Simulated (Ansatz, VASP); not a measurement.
## Ta: VASP beside Ansatz

Contents of INCAR:

```
SYSTEM = Ta
PREC     = Accurate       ! precision mode
ENCUT    = 520            ! plane-wave cutoff, eV
EDIFF    = 1E-6           ! SCF threshold, eV
ISMEAR   = 0              ! smearing method
SIGMA    = 0.15           ! smearing width, eV
LREAL    = .FALSE.        ! projectors in reciprocal space
LASPH    = .TRUE.         ! aspherical terms in the spheres
NELM     = 60             ! most SCF steps
ALGO     = Fast           ! electronic algorithm
ISIF     = 2              ! what is computed and relaxed
LWAVE    = .FALSE.        ! write WAVECAR
LCHARG   = .FALSE.        ! write CHGCAR
GGA      = PE             ! functional
NBANDS   = 12             ! bands
```

Contents of KPOINTS:

```
regular mesh
0
G
  20 20 20
  0 0 0
```

POSCAR

```
Ta
1.0
   -1.6677928000      1.6347672000      1.6512800000
    1.6677928000     -1.6347672000      1.6512800000
    1.6677928000      1.6347672000     -1.6512800000
Ta
1
Direct
    0.0000000000      0.0000000000      0.0000000000
```

Input for Ansatz:

```yaml
crystal:
  lattice:
    - [-1.6677928, 1.6347672, 1.65128]
    - [1.6677928, -1.6347672, 1.65128]
    - [1.6677928, 1.6347672, -1.65128]
  atoms:
    - { symbol: Ta, position: [0.0, 0.0, 0.0] }
basis:
  ecutwfc: 420
kpoints:
  mp_grid: { grid: [20, 20, 20] }
hamiltonian:
  xc: pbe
scf:
  occupations: { method: gaussian, width: 0.15 }
output:
  forces: true
  stress: true
  eigenvalues: true
```

Change from the starting cell: strain +0.0100 x Voigt [1, -1, 0, 0, 0, 0], atoms carried along.

Alike in both runs: task single point; functional PBE; k mesh 20 × 20 × 20; occupations gaussian, width 0.15 eV; no spin polarisation.

|  | VASP | Ansatz |
| --- | --- | --- |
| version | VASP 6.6.1 | Ansatz 0.2.0 |
| potentials or method | VASP PAW PBE potentials, release 64 (Ta_pv), cutoff 520 eV | scalar-relativistic, plane waves, PAW |
| valence electrons in the cell | 11 | 13 |

```csv
,VASP,Ansatz,Ansatz less VASP
gap on the k mesh at the Fermi level (eV),none,none,-
pressure (GPa),3.3,3.2,-0.12
"traceless stress, the component that is largest in VASP (GPa)",1.22,1.23,+0.004
```

A gap of «none» marks a metal or a gap that the smearing closes. The functional is the same, so the differences come from potentials, cutoffs and numerics. VASP's potentials hold 11 valence electrons a cell and Ansatz's 13, so a difference there can come from the potentials and not from the codes.

Neither program's run includes spin-orbit coupling.
